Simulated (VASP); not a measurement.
Wanted: the native input for a VASP 6.6.1 run.

| Quantity | Value |
| --- | --- |
| Task | single point |
| Functional | PBE |
| Potentials or basis | VASP PAW PBE potentials, release 64 (Ca_sv, O) |
| Cutoff | 520 eV |
| k mesh | 10 × 10 × 10 |
| Occupations | fermi-dirac, width 0.02 eV |
| Spin | no spin polarisation |
| Dipole correction | no |
| Further INCAR settings | ALGO = Normal; EDIFF = 1e-06; NBANDS = 15 |

The structure of CaO lies in POSCAR:

```
CaO
1.0
    0.0000000000      2.3855623759      2.3855623759
    2.3855623759      0.0000000000      2.3855623759
    2.3855623759      2.3855623759      0.0000000000
Ca O
1 1
Direct
    0.0000000000      0.0000000000      0.0000000000
    0.5000000000      0.5000000000      0.5000000000
```

This cell differs from its parent crystal: strain -0.5%.

One way to write it, as run:

INCAR

```
PREC = Accurate
ENCUT = 520
EDIFF = 1E-6
ISMEAR = -1
SIGMA = 0.02
LREAL = False
LASPH = True
NELM = 100
ALGO = Normal
ISIF = 2
LWAVE = False
LCHARG = False
GGA = PE
NBANDS = 15
```

KPOINTS

```
Automatic mesh
0
Gamma
  10 10 10
```

Potentials or basis: VASP PAW PBE potentials, release 64 (Ca_sv, O).

Command:

```console
$ cat potpaw_PBE.64/Ca_sv/POTCAR potpaw_PBE.64/O/POTCAR > POTCAR
$ mpirun -np 1 vasp_std > vasp.out
```

It gave:

The pressure is 4.9 GPa and the band gap on the k mesh is 3.63 eV, indirect (least direct gap 4.00 eV).

Caveat: the cell differs from its parent crystal (strain -0.5%).

Wall time 33 s on 1 thread of Intel Xeon 8259CL, on a shared host, peak memory 0.17 GiB.
